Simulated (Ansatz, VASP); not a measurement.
**MgO: VASP beside Ansatz**

The input INCAR:

```
ALGO = Normal ; EDIFF = 1E-6
ENCUT = 520 ; GGA = PE
ISIF = 2 ; ISMEAR = -1
LASPH = True ; LCHARG = False
LREAL = False ; LWAVE = False
NBANDS = 16 ; NELM = 100
PREC = Accurate ; SIGMA = 0.02
```

The input KPOINTS:

```
k-points
0
Gamma
  12 12 6
```

The input POSCAR:

```
MgO
1.0
    3.2224529085      0.0000000000      0.0000000000
   -1.6112264543      2.8476796748      0.0000000000
    0.0000000000      0.0000000000      5.0343661375
Mg O
2 2
Direct
    0.3346460217      0.6692920434     -0.0086420042
    0.6653539783      0.3307079566      0.4913579958
    0.3349960298      0.6699920597      0.3836420042
    0.6650039702      0.3300079403      0.8836420042
```

Input for Ansatz:

```yaml
crystal:
  lattice:
    - [3.2224529085, 0.0, 0.0]
    - [-1.6112264543, 2.8476796748, 0.0]
    - [0.0, 0.0, 5.0343661375]
  atoms:
    - { symbol: Mg, position: [0.3346460217, 0.6692920434, -0.0086420042] }
    - { symbol: Mg, position: [0.6653539783, 0.3307079566, 0.4913579958] }
    - { symbol: O, position: [0.3349960298, 0.6699920597, 0.3836420042] }
    - { symbol: O, position: [0.6650039702, 0.3300079403, 0.8836420042] }
kpoints:
  mp_grid: { grid: [12, 12, 6] }
  band_path:
    path:
      - [0.0, 0.0, 0.0]
      - [0.5, 0.0, 0.0]
      - [0.3333333333, 0.3333333333, 0.0]
      - [0.0, 0.0, 0.5]
      - [0.5, 0.0, 0.5]
      - [0.3333333333, 0.3333333333, 0.5]
    npoints: 1
hamiltonian:
  xc: pbe
scf:
  occupations: { method: fermi_dirac, width: 0.02 }
  n_extra_bands: 5
output:
  forces: true
  stress: true
  eigenvalues: true
  write_density: true
  write_potential: true
  elf: true
  volumetric_format: npy
```

Change from the starting cell: uniaxial_x strain -2.0%.

Alike in both runs: task single point; functional PBE; k mesh 12 × 12 × 6; occupations fermi-dirac, width 0.02 eV; no spin polarisation.

|  | VASP | Ansatz |
| --- | --- | --- |
| version | VASP 6.6.1 | Ansatz 0.2.0 |
| potentials or method | VASP PAW PBE potentials, release 64 (Mg, O) | plane waves, PAW |
| plane-wave cutoff (eV) | 520 | 420 |
| valence electrons in the cell | 16 | 32 |

|  | VASP | Ansatz | Ansatz less VASP |
| --- | --- | --- | --- |
| gap on the k mesh at the Fermi level (eV) | 3.69 | 3.70 | +0.016 |
| pressure (GPa) | 6.4 | 6.8 | +0.39 |
| traceless stress, the component that is largest in VASP (GPa) | 1.39 | 1.38 | -0.007 |
| rms of the force components (eV/Å) | 0.007 | 0.007 | +0.0002 |

Atom by atom the forces differ by 0.000 eV/Å (rms over components). VASP's potentials hold 16 valence electrons a cell and Ansatz's 32, so a difference there can come from the potentials and not from the codes.
